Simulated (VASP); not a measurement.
Write the native input for VASP 6.6.1 that does the following.

| Property | Result |
| --- | --- |
| Task | single point |
| Functional | PBE |
| Potentials or basis | VASP PAW PBE potentials, release 64 (Cu, B) |
| Cutoff | 520 eV |
| k mesh | 6 × 6 × 4 |
| Occupations | gaussian, width 0.1 eV |
| Spin | no spin polarisation |
| Dipole correction | no |
| Further INCAR settings | ALGO = Normal; EDIFF = 1e-07; NBANDS = 22 |

The structure of CuB5 lies in POSCAR:

```
CuB5
1.0
    3.2964733384      0.0000000000      0.0000000000
   -1.6482366692      2.8548296539      0.0000000000
    0.0000000000      0.0000000000      6.4096460422
Cu B
1 5
Direct
    0.0000000000      0.0000000000      0.5000000000
    0.5000000000      0.0000000000      0.0000000000
    0.0000000000      0.5000000000      0.0000000000
    0.5000000000      0.5000000000      0.0000000000
    0.0000000000      0.0000000000      0.8102489153
    0.0000000000      0.0000000000      0.1897510847
```

The cell was generated, and may not be a known phase.

One way to write it, as run:

INCAR

```
ALGO = Normal
EDIFF = 1E-7
ENCUT = 520
GGA = PE
ISIF = 2
ISMEAR = 0
LASPH = T
LCHARG = F
LREAL = F
LWAVE = F
NBANDS = 22
NELM = 80
PREC = Accurate
SIGMA = 0.1
```

KPOINTS

```
k-points
0
Gamma
  6 6 4
```

Potentials or basis: VASP PAW PBE potentials, release 64 (Cu, B).

The run is started by

```console
$ cat potpaw_PBE.64/Cu/POTCAR potpaw_PBE.64/B/POTCAR > POTCAR
$ mpirun -np 1 vasp_std > vasp.out
```

It gave:

```yaml
Pressure: 0.1 GPa
Largest_force: 0.026 eV/Å
Band_gap_on_the_k_mesh: zero (bands 13 and 14 overlap by 2.27 eV)
```

Caveat: the k points lie up to 0.37 Å⁻¹ apart, too coarse for converged energies and pressures of a metal.

Run time: 27 s on 1 thread of Intel(R) Xeon(R) 6975P-C (Granite Rapids), on a shared host, peak memory 0.18 GiB.
